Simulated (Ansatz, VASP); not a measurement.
One calculation of Cs, two programs

File INCAR:

```
ALGO = Normal ; EDIFF = 1E-6
ENCUT = 520 ; GGA = PE
ISIF = 2 ; ISMEAR = -1
LASPH = True ; LCHARG = True
LELF = True ; LREAL = False
LVHAR = True ; LWAVE = False
NBANDS = 10 ; NELM = 80
PREC = Accurate ; SIGMA = 0.05
```

Contents of KPOINTS:

```
k-points
0
Gamma
  11 11 11
```

POSCAR

```
Cs
1.0
    4.9709918362      0.0000000000      0.0000000000
    0.0000000000      4.9709918362      0.0000000000
    0.0000000000      0.0000000000      5.0212038749
Cs
1
Direct
    0.0000000000      0.0000000000      0.0000000000
```

Input for Ansatz:

```yaml
crystal:
  lattice:
    - [4.9709918362, 0.0, 0.0]
    - [0.0, 4.9709918362, 0.0]
    - [0.0, 0.0, 5.0212038749]
  atoms:
    - { symbol: Cs, position: [0.0, 0.0, 0.0] }
kpoints:
  mp_grid: { grid: [11, 11, 11] }
scf:
  occupations: { method: fermi_dirac, width: 0.05 }
hamiltonian:
  xc: pbe
  pseudopotentials: { kind: all_electron, lapw: { basis_error: 0.0005 } }
output:
  forces: true
  stress: true
  eigenvalues: true
```

Change from the starting cell: x and y stretched by -1 %, z held.

Alike in both runs: task single point; functional PBE; k mesh 11 × 11 × 11; occupations fermi-dirac, width 0.05 eV; no spin polarisation.

```csv
,VASP,Ansatz
version,VASP 6.6.1,Ansatz 0.2.0
potentials or method,"VASP PAW PBE potentials, release 64 (Cs_sv), cutoff 520 eV","all-electron LAPW, scalar-relativistic"
```

```csv
,VASP,Ansatz,Ansatz less VASP
pressure (GPa),0.1,0.1,+0.01
```

Ansatz ran all-electron here, and VASP with PAW potentials.

Spin-orbit coupling is off throughout.
